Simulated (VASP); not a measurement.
# AlN (zincblende type) (F-43m) in VASP: notebook

AlN (zincblende type) is run at these levels: PBEsol; tasks: single point.

Everything below comes from runs of VASP 6.6.1. Logs are shortened: lines on timing, memory, paths and dates and some standing lists are left out, and cuts for length are marked.

**1. The cell of the first run**

It takes space group F-43m (No. 216, cubic). Conventional cell: a = 4.064 Å, b = 4.064 Å, c = 4.064 Å, α = 90.00°, β = 90.00°, γ = 90.00°. Al (site symmetry -43m) has 4 N at 1.76 Å within 2.3 Å. Within 2.3 Å of N (site symmetry -43m) lie 4 Al at 1.76 Å.

**2. Single point, PBEsol (volume scaled by 0.8)**

INCAR

```
PREC     = Accurate       # precision mode
ENCUT    = 520            # plane-wave cutoff, eV
EDIFF    = 1E-6           # SCF threshold, eV
ISMEAR   = -1             # smearing method
SIGMA    = 0.08           # smearing width, eV
LREAL    = F              # projectors in reciprocal space
LASPH    = T              # aspherical terms in the spheres
NELM     = 100            # most SCF steps
ALGO     = Normal         # electronic algorithm
ISIF     = 2              # what is computed and relaxed
LWAVE    = F              # write WAVECAR
LCHARG   = F              # write CHGCAR
GGA      = PS             # functional
NBANDS   = 11             # bands
```

KPOINTS

```
Automatic mesh
0
Gamma
  15 15 15
```

POSCAR

```
AlN
1.0
    0.0000000000      2.0318981757      2.0318981757
    2.0318981757      0.0000000000      2.0318981757
    2.0318981757      2.0318981757      0.0000000000
Al N
1 1
Direct
    0.0000000000      0.0000000000      0.0000000000
    0.2500000000      0.2500000000      0.2500000000
```

Potentials or basis: VASP PAW PBE potentials, release 64 (Al, N).

The run is started by

```bash
$ cat potpaw_PBE.64/Al/POTCAR potpaw_PBE.64/N/POTCAR > POTCAR
$ mpirun -np 1 vasp_std > vasp.out
```

OUTCAR:

```text
PREC = Accurate
   ENCUT = 520
   EDIFF = 1E-6
   ISMEAR = -1
   LREAL = F
   LASPH = T
   NELM = 100
   ISIF = 2
   GGA = PS

 ion  position               nearest neighbor table
   1  0.000  0.000  0.000-   2 1.76   2 1.76   2 1.76   2 1.76
   2  0.250  0.250  0.250-   1 1.76   1 1.76   1 1.76   1 1.76

  LATTYP: Found a face centered cubic cell.
 ALAT       =     4.0637963514

  Lattice vectors:

 A1 = (   0.0000000000,   2.0318981757,   2.0318981757)
 A2 = (   2.0318981757,   0.0000000000,   2.0318981757)
 A3 = (   2.0318981757,   2.0318981757,   0.0000000000)

Analysis of symmetry for initial positions (statically):
[... 5 lines left out ...]
 face centered cubic supercell.

 Subroutine GETGRP returns: Found 24 space group operations
 (whereof 24 operations were pure point group operations)
 out of a pool of 48 trial point group operations.

The static configuration has the point symmetry T_d .

Analysis of symmetry for dynamics (positions and initial velocities):
[... 5 lines left out ...]
 face centered cubic supercell.

 Subroutine GETGRP returns: Found 24 space group operations
 (whereof 24 operations were pure point group operations)
 out of a pool of 48 trial point group operations.

The dynamic configuration has the point symmetry T_d .

 Subroutine INISYM returns: Found 24 space group operations
 (whereof 24 operations are pure point group operations),
 and found     1 'primitive' translations

----------------------------------------------------------------------------------------

                                     Primitive cell

  volume of cell :      16.7778

  direct lattice vectors                    reciprocal lattice vectors
     0.000000000  2.031898176  2.031898176    -0.246075323  0.246075323  0.246075323
     2.031898176  0.000000000  2.031898176     0.246075323 -0.246075323  0.246075323
     2.031898176  2.031898176  0.000000000     0.246075323  0.246075323 -0.246075323

  length of vectors
     2.873537957  2.873537957  2.873537957     0.426214962  0.426214962  0.426214962

  position of ions in fractional coordinates (direct lattice)
     0.000000000  0.000000000  0.000000000
     0.250000000  0.250000000  0.250000000

  ion indices of the primitive-cell ions
   primitive index   ion index
                 1           1
                 2           2

----------------------------------------------------------------------------------------

 KPOINTS: Automatic mesh

Automatic generation of k-mesh.
 Grid dimensions read from file:
 generate k-points for:   15   15   15

 Generating k-lattice:

  Cartesian coordinates                     Fractional coordinates (reciprocal lattice)
    -0.016405022  0.016405022  0.016405022     0.066666667  0.000000000  0.000000000
     0.016405022 -0.016405022  0.016405022     0.000000000  0.066666667  0.000000000
     0.016405022  0.016405022 -0.016405022     0.000000000  0.000000000  0.066666667

  Length of vectors
     0.028414331  0.028414331  0.028414331

  Shift w.r.t. Gamma in fractional coordinates (k-lattice)
     0.000000000  0.000000000  0.000000000

 Subroutine IBZKPT returns following result:
 ===========================================

 Found    120 irreducible k-points:

 Following reciprocal coordinates:
            Coordinates               Weight
  0.000000  0.000000  0.000000      1.000000
  0.066667  0.000000  0.000000      8.000000
  0.133333  0.000000  0.000000      8.000000
  0.200000  0.000000  0.000000      8.000000
  0.266667  0.000000  0.000000      8.000000
  0.333333  0.000000  0.000000      8.000000
[... 16 lines left out ...]
  0.133333  0.133333  0.000000      6.000000
  0.200000  0.133333  0.000000     24.000000
 [... further k-points ...]
   k-points           NKPTS =    120   k-points in BZ     NKDIM =    120   number of bands    NBANDS=     11
   number of dos      NEDOS =    301   number of ions     NIONS =      2
   total plane-waves  NPLWV =  13824
   dimension x,y,z NGX =    24 NGY =   24 NGZ =   24
   dimension x,y,z NGXF=    48 NGYF=   48 NGZF=   48
   ions per type =               1   1
   NGX,Y,Z   is equivalent  to a cutoff of  13.88, 13.88, 13.88 a.u.
   NGXF,Y,Z  is equivalent  to a cutoff of  27.77, 27.77, 27.77 a.u.
 SYSTEM =  unknown system
   PREC   = accura    normal or accurate (medium, high low for compatibility)
   ISTART =      0    job   : 0-new  1-cont  2-samecut
   ICHARG =      2    charge: 1-file 2-atom 10-const
   ISPIN  =      1    spin polarized calculation?
   LNONCOLLINEAR =      F non collinear calculations
   LSORBIT =      F    spin-orbit coupling
   LASPH  =      T    aspherical Exc in radial PAW
   ENCUT  =  520.0 eV  38.22 Ry    6.18 a.u.   5.34  5.34  5.34*2*pi/ulx,y,z
   NELM   =    100;   NELMIN=  2; NELMDL= -5     # of ELM steps
   EDIFF  = 0.1E-05   stopping-criterion for ELM
   LREAL  =      F    real-space projection
   EDIFFG = 0.1E-04   stopping-criterion for IOM
   NSW    =      0    number of steps for IOM
   IBRION =     -1    ionic relax: 0-MD 1-quasi-New 2-CG
   NFREE  =      0    steps in history (QN), initial steepest desc. (CG)
   ISIF   =      2    stress and relaxation
   ISYM   =      2    0-nonsym 1-usesym 2-fastsym
   POTIM  = 0.5000    time-step for ionic-motion
   TEBEG  =    0.0;   TEEND  =   0.0 temperature during run
   PSTRESS=    0.0 pullay stress
   NELECT =       8.0000    total number of electrons
   NUPDOWN=      -1.0000    fix difference up-down
   EMIN   =  10.00;   EMAX   =-10.00  energy-range for DOS
   EFERMI =   0.00;   METHOD = LEGACY
   ISMEAR =    -1;   SIGMA  =   0.08  broadening in eV -4-tet -1-fermi 0-gaus
   EFERMI_NEDOS =   21; number of points for ismear=-14 and -15
   IALGO  =     38    algorithm
   IMIX   =      4    mixing-type and parameters
     AMIX     =   0.40;   BMIX     =  1.00
     AMIX_MAG =   1.60;   BMIX_MAG =  1.00
  volume/ion in A,a.u.               =       8.39        56.61
  Fermi-wavevector in a.u.,A,eV,Ry     =   1.278968  2.416898 22.255842  1.635758
  Thomas-Fermi vector in A             =   2.411480
   LORBIT       =      0    0 simple, 1 ext, 2 COOP (PROOUT), +10 PAW based schemes
   GGA     = PS    functional components
   LHFCALC =     F    Hartree Fock is set to
   AEXX    =    0.0000 exact exchange contribution
   IVDW    =     0    specifies the selected vdW correction
   LEPSILON=     F    determine dielectric tensor
   LRPA    =     F    only Hartree local field effects (RPA)
 non-spin polarized calculation
  energy-cutoff  :      520.00
  volume of cell :       16.78
 maximum number of plane-waves:       464
 NGX is ok and might be reduce to    24
   NGX = 11   NGY = 11   NGZ = 11

 number of electron       7.9999999 magnetization

 Free energy of the ion-electron system (eV)
  ---------------------------------------------------
  ext. energy  EPLUGINS =         0.00000000
  ---------------------------------------------------
  free energy    TOTEN  =       -14.85102922 eV

  energy without entropy =      -14.85102922  energy(sigma->0) =      -14.85102922

 E-fermi :   9.8707     XC(G=0): -12.1132

 val. band max:        8.1229138199   @ k =  -0.0667   0.0667   0.0000
 cond. band min:      11.4512404951   @ k =   0.4667   0.4667   0.0000
 fundamental gap:      3.3283266752
 Fermi energy:         9.8706883811

 k-point     1 :       0.0000    0.0000    0.0000
  band No.  band energies     occupation
      1      -8.2081      2.00000
      2       8.1152      2.00000
      3       8.1152      2.00000
      4       8.1152      2.00000
      5      14.3045      0.00000
      6      22.8660      0.00000
      7      22.8660      0.00000
      8      22.8660      0.00000
      9      27.5055      0.00000
     10      27.5055      0.00000
     11      29.3648      0.00000

 k-point     2 :       0.0667    0.0000    0.0000
  band No.  band energies     occupation
      1      -8.1240      2.00000
      2       7.7190      2.00000
      3       8.0913      2.00000
      4       8.0913      2.00000
      5      14.6009      0.00000
      6      22.6713      0.00000
      7      22.9521      0.00000
      8      22.9521      0.00000
      9      26.6221      0.00000
     10      26.6221      0.00000
     11      28.8517      0.00000

 k-point     3 :       0.1333    0.0000    0.0000
  band No.  band energies     occupation
      1      -7.8760      2.00000
      2       6.7341      2.00000
      3       8.0252      2.00000
      4       8.0252      2.00000
      5      15.2769      0.00000
      6      22.1742      0.00000
      7      23.0392      0.00000
      8      23.0392      0.00000
      9      25.6978      0.00000
     10      25.6978      0.00000
     11      28.1306      0.00000

 k-point     4 :       0.2000    0.0000    0.0000
  band No.  band energies     occupation
      1      -7.4782      2.00000
      2       5.4766      2.00000
      3       7.9316      2.00000
      4       7.9316      2.00000
      5      16.0011      0.00000
      6      21.5382      0.00000
      7      22.6657      0.00000
      8      22.6657      0.00000
      9      25.7253      0.00000
     10      25.7253      0.00000
     11      27.7148      0.00000

 k-point     5 :       0.2667    0.0000    0.0000
  band No.  band energies     occupation
      1      -6.9589      2.00000
      2       4.1541      2.00000
      3       7.8292      2.00000
      4       7.8292      2.00000
      5      16.5882      0.00000
      6      20.8791      0.00000
      7      21.9524      0.00000
      8      21.9524      0.00000
      9      26.6173      0.00000
     10      26.6173      0.00000
     11      27.7235      0.00000
[... 211 lines left out ...]
 k-point    21 :      -0.1333    0.0667    0.0000
  band No.  band energies     occupation
      1      -7.6872      2.00000
      2       6.2403      2.00000
      3       7.6916      2.00000
      4       8.0966      2.00000
      5      15.6853      0.00000
      6      21.9278      0.00000
      7      22.6692      0.00000
      8      23.1401      0.00000
      9      24.4095      0.00000
     10      26.3933      0.00000
     11      29.0043      0.00000

 k-point    22 :      -0.0667    0.0667    0.0000
  band No.  band energies     occupation
      1      -7.9853      2.00000
      2       7.2251      2.00000
      3       7.8924      2.00000
      4       8.1229      2.00000
      5      15.0140      0.00000
      6      22.4031      0.00000
      7      22.9765      0.00000
      8      23.0930      0.00000
      9      25.2250      0.00000
     10      26.4805      0.00000
     11      29.6392      0.00000

 k-point    23 :       0.1333    0.1333    0.0000
  band No.  band energies     occupation
      1      -7.7659      2.00000
      2       6.8632      2.00000
      3       7.7170      2.00000
      4       7.7170      2.00000
      5      15.4651      0.00000
      6      21.7688      0.00000
      7      22.9212      0.00000
      8      23.4463      0.00000
      9      23.4463      0.00000
     10      28.1302      0.00000
     11      30.6119      0.00000

 k-point    24 :       0.2000    0.1333    0.0000
  band No.  band energies     occupation
      1      -7.4732      2.00000
      2       6.0692      2.00000
      3       7.5419      2.00000
      4       7.6143      2.00000
      5      15.8360      0.00000
      6      21.1897      0.00000
      7      22.0115      0.00000
      8      23.5949      0.00000
      9      23.9569      0.00000
     10      28.1051      0.00000
     11      30.3304      0.00000

 [... further k-points ...]
[... 5 lines left out ...]
  --------------------------------------------------------------------------------------
  -------------------------------------------------------------------------------------
  Total        7.2667899      7.2667899      7.2667899      0.0000000      0.0000000      0.0000000
  in kB      693.9327281    693.9327281    693.9327281      0.0000000      0.0000000      0.0000000
  external PRESSURE =     693.9327281 kB  Pullay stress =       0.0000000 kB

 VOLUME and BASIS-vectors are now :
 -----------------------------------------------------------------------------
  energy-cutoff  :      520.00
  volume of cell :       16.78
      direct lattice vectors                 reciprocal lattice vectors
     0.000000000  2.031898176  2.031898176    -0.246075323  0.246075323  0.246075323
     2.031898176  0.000000000  2.031898176     0.246075323 -0.246075323  0.246075323
     2.031898176  2.031898176  0.000000000     0.246075323  0.246075323 -0.246075323

 POSITION                                       TOTAL-FORCE (eV/Angst)
 -----------------------------------------------------------------------------------
      0.00000      0.00000      0.00000         0.000000      0.000000      0.000000
      1.01595      1.01595      1.01595        -0.000000     -0.000000     -0.000000
 -----------------------------------------------------------------------------------
    total drift:                                0.000000      0.000000      0.000000

  FREE ENERGIE OF THE ION-ELECTRON SYSTEM (eV)
  ---------------------------------------------------
  free  energy   TOTEN  =       -14.8510292156 eV

  energy  without entropy=      -14.8510292156  energy(sigma->0) =      -14.85102922
```

Wall time 19 s (1 thread of Intel Xeon Platinum 8488C (Sapphire Rapids), shared host); peak memory 0.14 GiB.

Results:

- Free energy: -14.8510 eV
- Pressure: 69.4 GPa
- Band gap on the k mesh: 3.33 eV, indirect (least direct gap 5.32 eV)

Caveat: the PAW data sets were made with another functional, which shifts forces and pressure a little. A k mesh can miss the band edges.

[end of part 1 of 2]
